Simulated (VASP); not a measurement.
Wanted: the native input for a VASP 6.6.1 run.

```
Task                   : single point
Functional             : PBE
Potentials or basis    : VASP PAW PBE potentials, release 64 (Re)
Cutoff                 : 520 eV
k mesh                 : 18 × 18 × 10
Occupations            : gaussian, width 0.1 eV
Spin                   : no spin polarisation
Dipole correction      : no
Further INCAR settings : ALGO = Normal; EDIFF = 1e-07; NBANDS = 14
```

The structure of Re lies in POSCAR:

```
Re
1.0
    2.8023629887      0.0000000000      0.0000000000
   -1.4011814943      2.4269175388      0.0000000000
    0.0000000000      0.0000000000      4.5285281584
Re
2
Direct
    0.3333333333      0.6666666667      0.2500000000
    0.6666666667      0.3333333333      0.7500000000
```

One way to write it, as run:

INCAR

```
SYSTEM = Re
PREC = Accurate
ENCUT = 520
EDIFF = 1E-7
ISMEAR = 0
SIGMA = 0.1
LREAL = .False.
LASPH = .True.
NELM = 60
ALGO = Normal
ISIF = 2
LWAVE = .False.
LCHARG = .False.
GGA = PE
NBANDS = 14
```

KPOINTS

```
regular mesh
0
Gamma
  18 18 10
  0 0 0
```

Potentials or basis: VASP PAW PBE potentials, release 64 (Re).

Run with:

```sh
$ cat potpaw_PBE.64/Re/POTCAR > POTCAR
$ mpirun -np 1 vasp_std > vasp.out
```

Results of the run:

```yaml
Pressure: -10.8 GPa
Band_gap_on_the_k_mesh: zero (bands 7 and 8 overlap by 2.92 eV)
```

Caveat: the cell stands under tension; spin-orbit coupling is left out, which moves the levels of the heavy elements.

Run time: 2.9 min on 1 thread of Intel Xeon 8259CL (shared host), peak memory 0.22 GiB.
